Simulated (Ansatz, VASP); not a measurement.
**Two plane-wave programs on LiH**

File INCAR:

```
PREC = Accurate
ENCUT = 650
EDIFF = 1E-6
ISMEAR = 0
SIGMA = 0.1
LREAL = False
LASPH = True
NELM = 120
ALGO = Normal
ISIF = 2
LWAVE = False
LCHARG = False
LDIPOL = True
IDIPOL = 3
DIPOL = 0.5 0.5 0.294
GGA = PE
NBANDS = 12
GGA_COMPAT = False
NELMDL = -8
```

File KPOINTS:

```
regular mesh
0
Gamma
  4 6 1
```

File POSCAR:

```
LiH
1.0
    5.3810852666      0.0000000000      0.0000000000
    0.0000000000      2.6905426333      0.0000000000
    0.0000000000      0.0000000000     23.8000000000
Li H
2 2
Direct
    0.2500000000      0.5000000000      0.2941176471
    0.7500000000      0.5000000000      0.2941176471
    0.0000000000      0.0000000000      0.2941176471
    0.5000000000      0.0000000000      0.2941176471
```

Input for Ansatz:

```yaml
crystal:
  lattice:
    - [5.3810852666, 0.0, 0.0]
    - [0.0, 2.6905426333, 0.0]
    - [0.0, 0.0, 23.8]
  atoms:
    - { symbol: Li, position: [0.25, 0.5, 0.2941176471] }
    - { symbol: Li, position: [0.75, 0.5, 0.2941176471] }
    - { symbol: H, position: [0.0, 0.0, 0.2941176471] }
    - { symbol: H, position: [0.5, 0.0, 0.2941176471] }
  periodic: [true, true, false]
basis:
  ecutwfc: 420
kpoints:
  mp_grid: { grid: [4, 6, 1] }
hamiltonian:
  xc: pbe
scf:
  occupations: { method: gaussian, width: 0.1 }
  lower_state_search: "off"
output:
  forces: true
  stress: true
  eigenvalues: true
```

Alike in both runs: task single point; functional PBE; k mesh 4 × 6 × 1; occupations gaussian, width 0.1 eV; no spin polarisation.

```csv
,VASP,Ansatz
version,VASP 6.6.1,Ansatz 0.2.0
potentials or method,"VASP PAW PBE potentials, release 64 (Li_sv, H), cutoff 650 eV","scalar-relativistic, plane waves, PAW"
valence electrons in the cell,8,8
```

```csv
,VASP,Ansatz,Ansatz less VASP
gap on the k mesh at the Fermi level (eV),1.15,1.15,-0.002
least direct gap on the mesh (eV),4.15,4.15,0.000
```
